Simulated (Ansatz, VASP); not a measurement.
Two plane-wave programs on MgSb2

File INCAR:

```
SYSTEM = MgSb2
PREC     = Accurate       ! precision mode
ENCUT    = 520            ! plane-wave cutoff, eV
EDIFF    = 1E-6           ! SCF threshold, eV
ISMEAR   = -1             ! smearing method
SIGMA    = 0.1            ! smearing width, eV
LREAL    = .False.        ! projectors in reciprocal space
LASPH    = .True.         ! aspherical terms in the spheres
NELM     = 80             ! most SCF steps
ALGO     = Normal         ! electronic algorithm
ISIF     = 2              ! what is computed and relaxed
LWAVE    = .False.        ! write WAVECAR
LCHARG   = .False.        ! write CHGCAR
GGA      = PS             ! functional
NBANDS   = 21             ! bands
```

The input KPOINTS:

```
Automatic mesh
0
Gamma
  4 4 4
  0 0 0
```

File POSCAR:

```
MgSb2
1.0
    4.7594378786     -2.9797727278      0.0000000000
    4.7594378786      2.9797727278      0.0000000000
    0.0000000000      0.0000000000      5.6807341192
Mg Sb
2 4
Direct
    0.3158800000      0.6841200000      0.7500000000
    0.6841200000      0.3158800000      0.2500000000
    0.6345700000      0.0337800000      0.7500000000
    0.9662200000      0.3654300000      0.7500000000
    0.0337800000      0.6345700000      0.2500000000
    0.3654300000      0.9662200000      0.2500000000
```

Input for Ansatz:

```yaml
crystal:
  lattice:
    - [4.759437878573741, -2.9797727277934083, 0.0]
    - [4.759437878573741, 2.9797727277934083, 0.0]
    - [0.0, 0.0, 5.680734119249543]
  atoms:
    - { symbol: Mg, position: [0.31588, 0.68412, 0.75] }
    - { symbol: Mg, position: [0.68412, 0.31588, 0.25] }
    - { symbol: Sb, position: [0.63457, 0.03378, 0.75] }
    - { symbol: Sb, position: [0.96622, 0.36543, 0.75] }
    - { symbol: Sb, position: [0.03378, 0.63457, 0.25] }
    - { symbol: Sb, position: [0.36543, 0.96622, 0.25] }
basis:
  ecutwfc: 571.4391111657479
kpoints:
  mp_grid:
    grid: [4, 4, 4]
hamiltonian:
  xc: pbesol
scf:
  occupations:
    method: fermi_dirac
    width: 0.1
output:
  stress: true
```

Alike in both runs: task single point; functional PBEsol; k mesh 4 × 4 × 4; occupations fermi-dirac, width 0.1 eV; no spin polarisation.

```csv
,VASP,Ansatz
version,VASP 6.6.1,Ansatz 0.2.0
potentials or method,"VASP PAW PBE potentials, release 64 (Mg, Sb), cutoff 520 eV","plane waves, PAW"
valence electrons in the cell,24,80
```

|  | VASP | Ansatz | Ansatz less VASP |
| --- | --- | --- | --- |
| pressure (GPa) | -3.9 | -3.9 | -0.01 |
| traceless stress, the component that is largest in VASP (GPa) | 0.96 | 0.92 | -0.037 |

VASP's potentials were made for PBE, not for PBEsol. VASP's potentials hold 24 valence electrons a cell and Ansatz's 80, so a difference there can come from the potentials and not from the codes.

Neither program's run includes spin-orbit coupling.
